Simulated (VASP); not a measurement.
Write the native input for VASP 6.6.1 that does the following.

```
Task                   : single point
Functional             : PBE
Potentials or basis    : VASP PAW PBE potentials, release 64 (Cu_sv_GW, O)
Cutoff                 : 820 eV
k mesh                 : 10 × 10 × 5
Occupations            : gaussian, width 0.013 eV
Spin                   : no spin polarisation
Dipole correction      : no
Further INCAR settings : ALGO = Normal; EDIFF = 1e-06; NBANDS = 33
```

The structure of CuO lies in POSCAR:

```
CuO
1.0
    2.3418500000     -1.7113000000      0.0000000000
    2.3418500000      1.7113000000      0.0000000000
   -0.8500274268      0.0000000000      5.0578693947
Cu O
2 2
Direct
    0.5000000000      0.0000000000      0.5000000000
    0.0000000000      0.5000000000      0.0000000000
    0.4184000000      0.5816000000      0.7500000000
    0.5816000000      0.4184000000      0.2500000000
```

The input as run:

INCAR

```
ALGO     = Normal         # electronic algorithm
EDIFF    = 1E-6           # SCF threshold, eV
ENCUT    = 820            # plane-wave cutoff, eV
GGA      = PE             # functional
GGA_COMPAT= False        
ISIF     = 2              # what is computed and relaxed
ISMEAR   = 0              # smearing method
LASPH    = True           # aspherical terms in the spheres
LCHARG   = False          # write CHGCAR
LREAL    = False          # projectors in reciprocal space
LWAVE    = False          # write WAVECAR
NBANDS   = 33             # bands
NELM     = 120            # most SCF steps
PREC     = Accurate       # precision mode
SIGMA    = 0.013000000000000001 # smearing width, eV
```

KPOINTS

```
k-points
0
Gamma
  10 10 5
```

Potentials or basis: VASP PAW PBE potentials, release 64 (Cu_sv_GW, O).

Command:

```bash
$ cat potpaw_PBE.64/Cu_sv_GW/POTCAR potpaw_PBE.64/O/POTCAR > POTCAR
$ mpirun -np 1 vasp_std > vasp.out
```

It gave:

```yaml
Pressure: 4.8 GPa
Largest_force: 0.255 eV/Å
Band_gap_on_the_k_mesh: zero (bands 25 and 26 overlap by 0.60 eV)
```

Caveat: the cell stands under pressure; semilocal functionals often make such compounds metallic where correlation or magnetic order opens a gap, which also shifts bond lengths.

Wall time 4.5 min on 1 thread of Intel(R) Xeon(R) Platinum 8488C (Sapphire Rapids), on a shared host, peak memory 0.46 GiB.
